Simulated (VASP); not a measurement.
# SiC (P6_3mc) in VASP: single point with PBE

Aim: the single point of SiC with PBE.

All numbers are computed with VASP 6.6.1; they aren't measurements. Logs are shortened: lines on timing, memory, paths and dates and some standing lists are left out, and cuts for length are marked.

### 1 The cell of the first run

The structure is hexagonal, space group P6_3mc (No. 186). Conventional cell: a = 3.094 Å, b = 3.094 Å, c = 10.129 Å, α = 90.00°, β = 90.00°, γ = 120.00°. Within 2.5 Å of Si (site symmetry 3m) lie 4 C at 1.90 Å. Within 2.5 Å of Si (site symmetry 3m) lie 4 C at 1.89 to 1.90 Å. Within 2.5 Å of C (site symmetry 3m) lie 4 Si at 1.89 to 1.90 Å. C (site symmetry 3m) has 4 Si at 1.90 Å within 2.5 Å.

### 2 Single point, PBE

The input, INCAR:

```
SYSTEM = SiC
PREC = Accurate
ENCUT = 520
EDIFF = 1E-6
ISMEAR = 0
SIGMA = 0.02
LREAL = .False.
LASPH = .True.
NELM = 100
ALGO = Normal
ISIF = 2
LWAVE = .False.
LCHARG = .True.
GGA = PE
LELF = .True.
LVHAR = .True.
NBANDS = 26
```

The input, KPOINTS:

```
Automatic mesh
0
Gamma
  12 12 4
  0 0 0
```

The input, POSCAR:

```
SiC
1.0
    3.0941201809     -0.0000000029      0.0000000000
   -1.5470600879      2.6795866805      0.0000000000
    0.0000000000      0.0000000000     10.1293391983
Si C
4 4
Direct
    0.6666666667      0.3333333333      0.9378441878
    0.3333333333      0.6666666667      0.4378441878
    0.0000000000      0.0000000000      0.6878995565
    0.0000000000      0.0000000000      0.1878995565
    0.6666666667      0.3333333333      0.7498074459
    0.3333333333      0.6666666667      0.2498074459
    0.0000000000      0.0000000000      0.5004478098
    0.0000000000      0.0000000000      0.0004478098
```

Potentials or basis: VASP PAW PBE potentials, release 64 (Si, C).

On the command line:

```bash
> cat potpaw_PBE.64/Si/POTCAR potpaw_PBE.64/C/POTCAR > POTCAR
> mpirun -np 1 vasp_std > vasp.out
```

OUTCAR:

```text
SYSTEM = SiC
   PREC = Accurate
   ENCUT = 520
   EDIFF = 1E-6
   ISMEAR = 0
   LREAL = .False.
   LASPH = .True.
   NELM = 100
   ISIF = 2
   GGA = PE

 ion  position               nearest neighbor table
   1  0.667  0.333  0.938-   8 1.90   8 1.90   8 1.90   5 1.90   3 3.10   3 3.10   3 3.10   4 3.10
                             4 3.10   4 3.10
   2  0.333  0.667  0.438-   7 1.90   7 1.90   7 1.90   6 1.90   4 3.10   4 3.10   4 3.10   3 3.10
                             3 3.10   3 3.10
   3  0.000  0.000  0.688-   5 1.89   5 1.89   5 1.89   7 1.90   1 3.10   1 3.10   1 3.10   2 3.10
                             2 3.10   2 3.10
   4  0.000  0.000  0.188-   6 1.89   6 1.89   6 1.89   8 1.90   2 3.10   2 3.10   2 3.10   1 3.10
                             1 3.10   1 3.10
   5  0.667  0.333  0.750-   3 1.89   3 1.89   3 1.89   1 1.90
   6  0.333  0.667  0.250-   4 1.89   4 1.89   4 1.89   2 1.90
   7  0.000  0.000  0.500-   2 1.90   2 1.90   2 1.90   3 1.90
   8  0.000  0.000  0.000-   1 1.90   1 1.90   1 1.90   4 1.90

  LATTYP: Found a hexagonal cell.
 ALAT       =     3.0941201809
 C/A-ratio  =     3.2737381246

  Lattice vectors:

 A1 = (   3.0941201809,  -0.0000000029,   0.0000000000)
 A2 = (  -1.5470600879,   2.6795866805,   0.0000000000)
 A3 = (   0.0000000000,   0.0000000000,  10.1293391983)

Analysis of symmetry for initial positions (statically):
=====================================================================
 Subroutine PRICEL returns:
 Original cell was already a primitive cell.

 Routine SETGRP: Setting up the symmetry group for a
 hexagonal supercell.

 Subroutine GETGRP returns: Found 12 space group operations
 (whereof  6 operations were pure point group operations)
 out of a pool of 24 trial point group operations.

The static configuration has the point symmetry C_3v.
 The point group associated with its full space group is C_6v.

Analysis of symmetry for dynamics (positions and initial velocities):
=====================================================================
 Subroutine PRICEL returns:
 Original cell was already a primitive cell.

 Routine SETGRP: Setting up the symmetry group for a
 hexagonal supercell.

 Subroutine GETGRP returns: Found 12 space group operations
 (whereof  6 operations were pure point group operations)
 out of a pool of 24 trial point group operations.

The dynamic configuration has the point symmetry C_3v.
 The point group associated with its full space group is C_6v.

 Subroutine INISYM returns: Found 12 space group operations
 (whereof  6 operations are pure point group operations),
 and found     1 'primitive' translations

----------------------------------------------------------------------------------------

                                     Primitive cell

  volume of cell :      83.9820

  direct lattice vectors                    reciprocal lattice vectors
     3.094120181 -0.000000003  0.000000000     0.323193652  0.186595941  0.000000000
    -1.547060088  2.679586680  0.000000000     0.000000000  0.373191884  0.000000000
     0.000000000  0.000000000 10.129339198     0.000000000  0.000000000  0.098723123

  length of vectors
     3.094120181  3.094120181 10.129339198     0.373191884  0.373191884  0.098723123

  position of ions in fractional coordinates (direct lattice)
     0.666666667  0.333333333  0.937844188
     0.333333333  0.666666667  0.437844188
     0.000000000  0.000000000  0.687899556
     0.000000000  0.000000000  0.187899556
     0.666666667  0.333333333  0.749807446
     0.333333333  0.666666667  0.249807446
     0.000000000  0.000000000  0.500447810
     0.000000000  0.000000000  0.000447810

  ion indices of the primitive-cell ions
   primitive index   ion index
                 1           1
                 2           2
                 3           3
                 4           4
                 5           5
                 6           6
                 7           7
                 8           8

----------------------------------------------------------------------------------------

 KPOINTS: Automatic mesh

Automatic generation of k-mesh.
 Grid dimensions read from file:
 generate k-points for:   12   12    4

 Generating k-lattice:

  Cartesian coordinates                     Fractional coordinates (reciprocal lattice)
     0.026932804  0.015549662  0.000000000     0.083333333 -0.000000000  0.000000000
     0.000000000  0.031099324  0.000000000     0.000000000  0.083333333  0.000000000
     0.000000000  0.000000000  0.024680781     0.000000000  0.000000000  0.250000000

  Length of vectors
     0.031099324  0.031099324  0.024680781

  Shift w.r.t. Gamma in fractional coordinates (k-lattice)
     0.000000000  0.000000000  0.000000000

 Subroutine IBZKPT returns following result:
 ===========================================

 Found     57 irreducible k-points:

 Following reciprocal coordinates:
            Coordinates               Weight
  0.000000  0.000000  0.000000      1.000000
  0.083333  0.000000  0.000000      6.000000
  0.166667  0.000000  0.000000      6.000000
  0.250000  0.000000  0.000000      6.000000
  0.333333  0.000000  0.000000      6.000000
  0.416667  0.000000  0.000000      6.000000
[... 16 lines left out ...]
  0.250000  0.000000  0.250000     12.000000
  0.333333  0.000000  0.250000     12.000000
 [... further k-points ...]
   k-points           NKPTS =     57   k-points in BZ     NKDIM =     57   number of bands    NBANDS=     26
   number of dos      NEDOS =    301   number of ions     NIONS =      8
   total plane-waves  NPLWV =  46080
   dimension x,y,z NGX =    24 NGY =   24 NGZ =   80
   dimension x,y,z NGXF=    48 NGYF=   48 NGZF=  160
   ions per type =               4   4
   NGX,Y,Z   is equivalent  to a cutoff of  12.90, 12.90, 13.13 a.u.
   NGXF,Y,Z  is equivalent  to a cutoff of  25.79, 25.79, 26.26 a.u.
 SYSTEM =  SiC
   PREC   = accura    normal or accurate (medium, high low for compatibility)
   ISTART =      0    job   : 0-new  1-cont  2-samecut
   ICHARG =      2    charge: 1-file 2-atom 10-const
   ISPIN  =      1    spin polarized calculation?
   LNONCOLLINEAR =      F non collinear calculations
   LSORBIT =      F    spin-orbit coupling
   LASPH  =      T    aspherical Exc in radial PAW
   ENCUT  =  520.0 eV  38.22 Ry    6.18 a.u.   5.75  5.75 18.83*2*pi/ulx,y,z
   NELM   =    100;   NELMIN=  2; NELMDL= -5     # of ELM steps
   EDIFF  = 0.1E-05   stopping-criterion for ELM
   LREAL  =      F    real-space projection
   EDIFFG = 0.1E-04   stopping-criterion for IOM
   NSW    =      0    number of steps for IOM
   IBRION =     -1    ionic relax: 0-MD 1-quasi-New 2-CG
   NFREE  =      0    steps in history (QN), initial steepest desc. (CG)
   ISIF   =      2    stress and relaxation
   ISYM   =      2    0-nonsym 1-usesym 2-fastsym
   POTIM  = 0.5000    time-step for ionic-motion
   TEBEG  =    0.0;   TEEND  =   0.0 temperature during run
   PSTRESS=    0.0 pullay stress
   NELECT =      32.0000    total number of electrons
   NUPDOWN=      -1.0000    fix difference up-down
   EMIN   =  10.00;   EMAX   =-10.00  energy-range for DOS
   EFERMI =   0.00;   METHOD = LEGACY
   ISMEAR =     0;   SIGMA  =   0.02  broadening in eV -4-tet -1-fermi 0-gaus
   EFERMI_NEDOS =   21; number of points for ismear=-14 and -15
   IALGO  =     38    algorithm
   IMIX   =      4    mixing-type and parameters
     AMIX     =   0.40;   BMIX     =  1.00
     AMIX_MAG =   1.60;   BMIX_MAG =  1.00
  volume/ion in A,a.u.               =      10.50        70.84
  Fermi-wavevector in a.u.,A,eV,Ry     =   1.186851  2.242823 19.165368  1.408615
  Thomas-Fermi vector in A             =   2.323015
   LORBIT       =      0    0 simple, 1 ext, 2 COOP (PROOUT), +10 PAW based schemes
   GGA     = PE    functional components
   LHFCALC =     F    Hartree Fock is set to
   AEXX    =    0.0000 exact exchange contribution
   IVDW    =     0    specifies the selected vdW correction
   LEPSILON=     F    determine dielectric tensor
   LRPA    =     F    only Hartree local field effects (RPA)
 non-spin polarized calculation
 Gauss-broadening in eV      SIGMA  =   0.02
  energy-cutoff  :      520.00
  volume of cell :       83.98
 maximum number of plane-waves:      2280
 NGX is ok and might be reduce to    24
   NGX = 11   NGY = 11   NGZ = 37

 number of electron      32.0000001 magnetization

 Free energy of the ion-electron system (eV)
  ---------------------------------------------------
  ext. energy  EPLUGINS =         0.00000000
  ---------------------------------------------------
  free energy    TOTEN  =       -60.24903482 eV

  energy without entropy =      -60.24903482  energy(sigma->0) =      -60.24903482

 E-fermi :   8.1021     XC(G=0): -11.2898

 val. band max:        8.0107861352   @ k =   0.0000   0.0000   0.0000
 cond. band min:      10.2336841630   @ k =   0.5000   0.0000   0.0000
 fundamental gap:      2.2228980277
 Fermi energy:         8.1021382418

 k-point     1 :       0.0000    0.0000    0.0000
  band No.  band energies     occupation
      1      -7.3547      2.00000
      2      -6.1916      2.00000
      3      -6.1559      2.00000
      4      -3.8427      2.00000
      5      -0.5168      2.00000
      6       3.6583      2.00000
[... 18 lines left out ...]
     25      15.2995      0.00000
     26      15.9843      0.00000

 k-point     2 :       0.0833    0.0000    0.0000
  band No.  band energies     occupation
      1      -7.2355      2.00000
      2      -6.0764      2.00000
      3      -6.0401      2.00000
      4      -3.7420      2.00000
      5      -0.4081      2.00000
      6       3.6940      2.00000
[... 18 lines left out ...]
     25      15.3645      0.00000
     26      15.8702      0.00000

 k-point     3 :       0.1667    0.0000    0.0000
  band No.  band energies     occupation
      1      -6.8809      2.00000
      2      -5.7350      2.00000
      3      -5.6967      2.00000
      4      -3.4491      2.00000
      5      -0.0921      2.00000
      6       3.6663      2.00000
[... 572 lines left out ...]
 k-point    23 :       0.2500    0.0000    0.2500
  band No.  band energies     occupation
      1      -6.2284      2.00000
      2      -5.6513      2.00000
      3      -4.5624      2.00000
      4      -3.2860      2.00000
      5       0.7334      2.00000
      6       2.3360      2.00000
[... 18 lines left out ...]
     25      16.6644      0.00000
     26      17.0061      0.00000

 k-point    24 :       0.3333    0.0000    0.2500
  band No.  band energies     occupation
      1      -5.4531      2.00000
      2      -4.9007      2.00000
      3      -3.8772      2.00000
      4      -2.7491      2.00000
      5       0.7802      2.00000
      6       1.3091      2.00000
[... 18 lines left out ...]
     25      16.5312      0.00000
     26      17.1653      0.00000

 [... further k-points ...]
[... 5 lines left out ...]
  --------------------------------------------------------------------------------------
  -------------------------------------------------------------------------------------
  Total       -0.0270356     -0.0270356     -0.0234730     -0.0000000      0.0000000      0.0000000
  in kB       -0.5157758     -0.5157758     -0.4478098     -0.0000000      0.0000000      0.0000000
  external PRESSURE =      -0.4931205 kB  Pullay stress =       0.0000000 kB

 VOLUME and BASIS-vectors are now :
 -----------------------------------------------------------------------------
  energy-cutoff  :      520.00
  volume of cell :       83.98
      direct lattice vectors                 reciprocal lattice vectors
     3.094120181 -0.000000003  0.000000000     0.323193652  0.186595941  0.000000000
    -1.547060088  2.679586680  0.000000000     0.000000000  0.373191884  0.000000000
     0.000000000  0.000000000 10.129339198     0.000000000  0.000000000  0.098723123

 POSITION                                       TOTAL-FORCE (eV/Angst)
 -----------------------------------------------------------------------------------
      1.54706      0.89320      9.49974        -0.000000      0.000000      0.001146
      0.00000      1.78639      4.43507         0.000000     -0.000000      0.001146
      0.00000      0.00000      6.96797        -0.000000      0.000000     -0.001267
      0.00000      0.00000      1.90330         0.000000     -0.000000     -0.001267
      1.54706      0.89320      7.59505        -0.000000      0.000000     -0.000125
      0.00000      1.78639      2.53038         0.000000     -0.000000     -0.000125
      0.00000      0.00000      5.06921        -0.000000      0.000000      0.000246
      0.00000      0.00000      0.00454        -0.000000     -0.000000      0.000246
 -----------------------------------------------------------------------------------
    total drift:                                0.000000      0.000000     -0.000926

  FREE ENERGIE OF THE ION-ELECTRON SYSTEM (eV)
  ---------------------------------------------------
  free  energy   TOTEN  =       -60.2490348164 eV

  energy  without entropy=      -60.2490348164  energy(sigma->0) =      -60.24903482
```

Run time: 1.7 min. Hardware: 1 thread of Intel Xeon 6975P-C, shared host; peak memory 0.25 GiB.

What came out:

```
Free energy            : -60.2490 eV
Pressure               : 0.0 GPa
Band gap on the k mesh : 2.22 eV, indirect (least direct gap 3.34 eV)
```

Levels at points of the mesh, in eV from the valence-band top:
```
           k point  band 13  band 14  band 15  band 16  band 17  band 18  band 19  band 20
(0.00, 0.00, 0.00)    -0.58    -0.05     0.00     0.00     4.96     5.54     6.12     6.18
(0.50, 0.00, 0.00)    -2.34    -2.20    -1.56    -1.12     2.22     2.34     4.18     4.66
(0.00, 0.00, 0.50)    -0.21    -0.21    -0.21    -0.21     5.17     5.17     6.61     6.61
(0.50, 0.00, 0.50)    -2.48    -2.48    -1.54    -1.54     2.63     2.63     4.17     4.17
```

A k mesh can miss the band edges. As with any semilocal functional, this PBE gap is likely too small.
